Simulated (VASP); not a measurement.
# Sb (Fm-3m) in VASP: a series of runs, part 2 of 2

VASP 6.6.1. The steps go on from the part before.

## 4. Single point, r2SCAN-based global hybrid with 25 % exact exchange

Input file POSCAR:

```
Sb
1.0
    0.0000000000      2.3712425216      2.3712425216
    2.3712425216      0.0000000000      2.3712425216
    2.3712425216      2.3712425216      0.0000000000
Sb
1
Direct
    0.0000000000      0.0000000000      0.0000000000
```

Input file INCAR.step1:

```
ALGO     = Normal         # electronic algorithm
EDIFF    = 1E-5           # SCF threshold, eV
ENCUT    = 440            # plane-wave cutoff, eV
GGA      = PE             # functional
GGA_COMPAT= F            
ISIF     = 2              # what is computed and relaxed
ISMEAR   = -1             # smearing method
LASPH    = T              # aspherical terms in the spheres
LCHARG   = F              # write CHGCAR
LREAL    = F              # projectors in reciprocal space
LWAVE    = T              # write WAVECAR
NBANDS   = 14             # bands
NELM     = 120            # most SCF steps
PREC     = Accurate       # precision mode
SIGMA    = 0.05           # smearing width, eV
```

Input file INCAR.step2:

```
AEXX     = 0.25           # exact-exchange fraction
ALGO     = Normal         # electronic algorithm
EDIFF    = 1E-6           # SCF threshold, eV
ENCUT    = 440            # plane-wave cutoff, eV
GGA_COMPAT= F            
ISIF     = 2              # what is computed and relaxed
ISMEAR   = -1             # smearing method
ISTART   = 1            
LASPH    = T              # aspherical terms in the spheres
LCHARG   = F              # write CHGCAR
LHFCALC  = T              # exact exchange
LMIXTAU  = T            
LREAL    = F              # projectors in reciprocal space
LWAVE    = F              # write WAVECAR
METAGGA  = R2SCAN         # meta-GGA
NBANDS   = 14             # bands
NELM     = 120            # most SCF steps
PREC     = Accurate       # precision mode
PRECFOCK = Normal       
SIGMA    = 0.05           # smearing width, eV
```

Input file KPOINTS:

```
k-points
0
Gamma
  6 6 6
```

Potentials or basis: VASP PAW PBE potentials, release 64 (Sb_d_GW).

Launch:

```sh
$ cat potpaw_PBE.64/Sb_d_GW/POTCAR > POTCAR
$ cp INCAR.step1 INCAR
$ mpirun -np 1 vasp_std > vasp.out
$ cp INCAR.step2 INCAR
$ mpirun -np 1 vasp_std > vasp.out
```

OUTCAR:

```text
AEXX = 0.25
   EDIFF = 1E-6
   ENCUT = 440
   ISIF = 2
   ISMEAR = -1
   ISTART = 1
   LASPH = T
   LHFCALC = T
   LREAL = F
   METAGGA = R2SCAN
   NELM = 120
   PREC = Accurate
   PRECFOCK = Normal

 ion  position               nearest neighbor table
   1  0.000  0.000  0.000-

  LATTYP: Found a face centered cubic cell.
 ALAT       =     4.7424850432

  Lattice vectors:

 A1 = (   0.0000000000,   2.3712425216,   2.3712425216)
[... 448 lines left out ...]
     12      22.5778      0.00000
     13      22.9462      0.00000
     14      29.1544      0.00000

------------------------ aborting loop because EDIFF is reached ----------------------------------------

  FORCE on cell =-STRESS in cart. coord.  units (eV):
  Direction    XX          YY          ZZ          XY          YZ          ZX
  --------------------------------------------------------------------------------------
  -------------------------------------------------------------------------------------
  Total       -0.1661784     -0.1661784     -0.1661784     -0.0000000     -0.0000000      0.0000000
  in kB       -9.9845200     -9.9845200     -9.9845200     -0.0000000     -0.0000000      0.0000000
  external PRESSURE =      -9.9845200 kB  Pullay stress =       0.0000000 kB

 VOLUME and BASIS-vectors are now :
 -----------------------------------------------------------------------------
  energy-cutoff  :      440.00
  volume of cell :       26.67
      direct lattice vectors                 reciprocal lattice vectors
     0.000000000  2.371242522  2.371242522    -0.210859916  0.210859916  0.210859916
     2.371242522  0.000000000  2.371242522     0.210859916 -0.210859916  0.210859916
     2.371242522  2.371242522  0.000000000     0.210859916  0.210859916 -0.210859916

 POSITION                                       TOTAL-FORCE (eV/Angst)
 -----------------------------------------------------------------------------------
      0.00000      0.00000      0.00000         0.000000      0.000000      0.000000
 -----------------------------------------------------------------------------------
    total drift:                                0.000000     -0.000000      0.000000

  FREE ENERGIE OF THE ION-ELECTRON SYSTEM (eV)
  ---------------------------------------------------
  free  energy   TOTEN  =       -21.2448542027 eV

  energy  without entropy=      -21.2374644390  energy(sigma->0) =      -21.24115932
```

OUTCAR.step1:

```text
EDIFF = 1E-5
   ENCUT = 440
   GGA = PE
   ISIF = 2
   ISMEAR = -1
   LASPH = T
[... 475 lines left out ...]

 POSITION                                       TOTAL-FORCE (eV/Angst)
 -----------------------------------------------------------------------------------
      0.00000      0.00000      0.00000         0.000000      0.000000      0.000000
 -----------------------------------------------------------------------------------
    total drift:                               -0.000000      0.000000     -0.000000

  FREE ENERGIE OF THE ION-ELECTRON SYSTEM (eV)
  ---------------------------------------------------
  free  energy   TOTEN  =        -3.8677301522 eV

  energy  without entropy=       -3.8544508431  energy(sigma->0) =       -3.86109050
```

OSZICAR.step1:

```text
N       E                     dE             d eps       ncg     rms          rms(c)
DAV:   1     0.835489572151E+02    0.83549E+02   -0.45451E+03   588   0.935E+03
DAV:   2     0.288162888188E+01   -0.80667E+02   -0.77732E+02   728   0.825E+02
DAV:   3    -0.376862487876E+01   -0.66503E+01   -0.66437E+01   698   0.103E+02
DAV:   4    -0.386799944762E+01   -0.99375E-01   -0.99338E-01   596   0.101E+01
DAV:   5    -0.387376767283E+01   -0.57682E-02   -0.57680E-02   650   0.230E+00    0.294E+00
DAV:   6    -0.386920801026E+01    0.45597E-02   -0.45602E-03   610   0.532E+00    0.176E+00
DAV:   7    -0.386773341143E+01    0.14746E-02   -0.51976E-03   626   0.380E+00    0.853E-02
DAV:   8    -0.386772671071E+01    0.67007E-05   -0.91052E-04   726   0.182E+00    0.303E-02
DAV:   9    -0.386773015221E+01   -0.34415E-05   -0.53089E-06   428   0.122E-01
   1 F= -.38677302E+01 E0= -.38610905E+01  d E =-.132793E-01
```

Wall time 8.3 min (1 thread of Intel Xeon 6975P-C (Granite Rapids), shared host); peak memory 0.16 GiB.

Results:

- Free energy: -21.2449 eV
- Pressure: -1.0 GPa
- Band gap on the k mesh: zero (an odd number of electrons rules out a gap without spin polarisation)

Caveat: the k points lie up to 0.38 Å⁻¹ apart, too coarse for converged energies and pressures of a metal; the PAW data sets were made with another functional, which shifts forces and pressure a little; spin-orbit coupling is left out, which moves the levels of the heavy elements.

## 5. Single point, PBEsol-based global hybrid with 25 % exact exchange

POSCAR is that of step 4.

Input file INCAR.step1:

```
  PREC = Accurate
  ENCUT = 400
  EDIFF = 1E-5
  ISMEAR = -1
  SIGMA = 0.05
  LREAL = F
  LASPH = T
  NELM = 120
  ALGO = Normal
  ISIF = 2
  LWAVE = T
  LCHARG = F
  NBANDS = 14
  GGA = PE
  GGA_COMPAT = F
```

Input file INCAR.step2:

```
  PREC = Accurate
  ENCUT = 400
  EDIFF = 1E-6
  ISMEAR = -1
  SIGMA = 0.05
  LREAL = F
  LASPH = T
  NELM = 120
  ALGO = Normal
  ISIF = 2
  LWAVE = F
  LCHARG = F
  GGA = PS
  LHFCALC = T
  AEXX = 0.25
  PRECFOCK = Normal
  NBANDS = 14
  ISTART = 1
  GGA_COMPAT = F
```

Input file KPOINTS:

```
Automatic mesh
0
Gamma
  5 5 5
```

Potentials or basis: VASP PAW PBE potentials, release 64 (Sb_d_GW).

Launch:

```sh
$ cat potpaw_PBE.64/Sb_d_GW/POTCAR > POTCAR
$ cp INCAR.step1 INCAR
$ mpirun -np 1 vasp_std > vasp.out
$ cp INCAR.step2 INCAR
$ mpirun -np 1 vasp_std > vasp.out
```

OUTCAR:

```text
PREC = Accurate
   ENCUT = 400
   EDIFF = 1E-6
   ISMEAR = -1
   LREAL = F
   LASPH = T
   NELM = 120
   ISIF = 2
   GGA = PS
   LHFCALC = T
   AEXX = 0.25
   PRECFOCK = Normal
   ISTART = 1

 ion  position               nearest neighbor table
   1  0.000  0.000  0.000-

  LATTYP: Found a face centered cubic cell.
 ALAT       =     4.7424850432

  Lattice vectors:

 A1 = (   0.0000000000,   2.3712425216,   2.3712425216)
 A2 = (   2.3712425216,   0.0000000000,   2.3712425216)
 A3 = (   2.3712425216,   2.3712425216,   0.0000000000)

Analysis of symmetry for initial positions (statically):
=====================================================================
 Subroutine PRICEL returns:
 Original cell was already a primitive cell.

 Routine SETGRP: Setting up the symmetry group for a
 face centered cubic supercell.

 Subroutine GETGRP returns: Found 48 space group operations
 (whereof 48 operations were pure point group operations)
 out of a pool of 48 trial point group operations.
[... 159 lines left out ...]
 Fermi energy:         5.9179202872

 k-point     1 :       0.0000    0.0000    0.0000
  band No.  band energies     occupation
      1     -25.9764      2.00000
      2     -25.9764      2.00000
      3     -25.9764      2.00000
      4     -25.9319      2.00000
      5     -25.9319      2.00000
      6      -8.7182      2.00000
      7      12.7518      0.00000
      8      12.7518      0.00000
      9      12.7518      0.00000
     10      17.6304      0.00000
     11      18.0129      0.00000
     12      18.0129      0.00000
     13      18.0129      0.00000
     14      19.5754      0.00000
[... 139 lines left out ...]
      1     -25.9709      2.00000
      2     -25.9647      2.00000
      3     -25.9328      2.00000
      4     -25.9061      2.00000
      5     -25.8890      2.00000
      6      -3.3086      2.00000
      7       2.0730      2.00000
      8       3.4805      2.00000
      9       5.8682      1.45967
     10      15.9501      0.00000
     11      17.0051      0.00000
     12      18.9219      0.00000
     13      23.3770      0.00000
     14      26.4995      0.00000

------------------------ aborting loop because EDIFF is reached ----------------------------------------

  FORCE on cell =-STRESS in cart. coord.  units (eV):
  Direction    XX          YY          ZZ          XY          YZ          ZX
  --------------------------------------------------------------------------------------
  -------------------------------------------------------------------------------------
  Total       -0.4693998     -0.4693998     -0.4693998      0.0000000      0.0000000     -0.0000000
  in kB      -28.2030175    -28.2030175    -28.2030175      0.0000000      0.0000000     -0.0000000
  external PRESSURE =     -28.2030175 kB  Pullay stress =       0.0000000 kB

 VOLUME and BASIS-vectors are now :
 -----------------------------------------------------------------------------
  energy-cutoff  :      400.00
  volume of cell :       26.67
      direct lattice vectors                 reciprocal lattice vectors
     0.000000000  2.371242522  2.371242522    -0.210859916  0.210859916  0.210859916
     2.371242522  0.000000000  2.371242522     0.210859916 -0.210859916  0.210859916
     2.371242522  2.371242522  0.000000000     0.210859916  0.210859916 -0.210859916

 POSITION                                       TOTAL-FORCE (eV/Angst)
 -----------------------------------------------------------------------------------
      0.00000      0.00000      0.00000         0.000000      0.000000      0.000000
 -----------------------------------------------------------------------------------
    total drift:                               -0.000000      0.000001     -0.000000

  FREE ENERGIE OF THE ION-ELECTRON SYSTEM (eV)
  ---------------------------------------------------
  free  energy   TOTEN  =        -5.3324106697 eV

  energy  without entropy=       -5.3211021379  energy(sigma->0) =       -5.32675640
```

OUTCAR.step1:

```text
PREC = Accurate
   ENCUT = 400
   EDIFF = 1E-5
   ISMEAR = -1
   LREAL = F
[... 369 lines left out ...]

 POSITION                                       TOTAL-FORCE (eV/Angst)
 -----------------------------------------------------------------------------------
      0.00000      0.00000      0.00000         0.000000      0.000000      0.000000
 -----------------------------------------------------------------------------------
    total drift:                                0.000000     -0.000000     -0.000000

  FREE ENERGIE OF THE ION-ELECTRON SYSTEM (eV)
  ---------------------------------------------------
  free  energy   TOTEN  =        -3.7803819852 eV

  energy  without entropy=       -3.7665257882  energy(sigma->0) =       -3.77345389
```

Wall time 2.7 min (1 thread of Intel Xeon 6975P-C (Granite Rapids), shared host); peak memory 0.15 GiB.

What came out:

```
Free energy            : -5.3324 eV
Pressure               : -2.8 GPa
Band gap on the k mesh : zero (an odd number of electrons rules out a gap without spin polarisation)
```

Caveat: the k points lie up to 0.46 Å⁻¹ apart, too coarse for converged energies and pressures of a metal; the PAW data sets were made with another functional, which shifts forces and pressure a little; spin-orbit coupling is left out, which moves the levels of the heavy elements.

## 6. Overview

```csv
level,k mesh,cutoff (eV),screening parameter,gap on the mesh (eV),pressure (GPa)
PBEsol-based screened hybrid with 25 % exact exchange,5 × 5 × 5,400,0.207 1/Å,none,-2.5
r2SCAN0,5 × 5 × 5,440,-,none,-0.6
r2SCAN-based global hybrid with 25 % exact exchange,6 × 6 × 6,440,-,none,-1.0
PBEsol-based global hybrid with 25 % exact exchange,5 × 5 × 5,400,-,none,-2.8
```

Alike in all rows: task single point; potentials or basis VASP PAW PBE potentials, release 64 (Sb_d_GW); no spin polarisation; cell as given; smearing fermi-dirac 0.05 eV.

Caveats: all runs use coarse meshes; the PAW data sets were made with another functional, which shifts forces and pressure a little; spin-orbit coupling is left out, which moves the levels of the heavy elements.

Absolute energies hang on the potentials; compare differences alone.
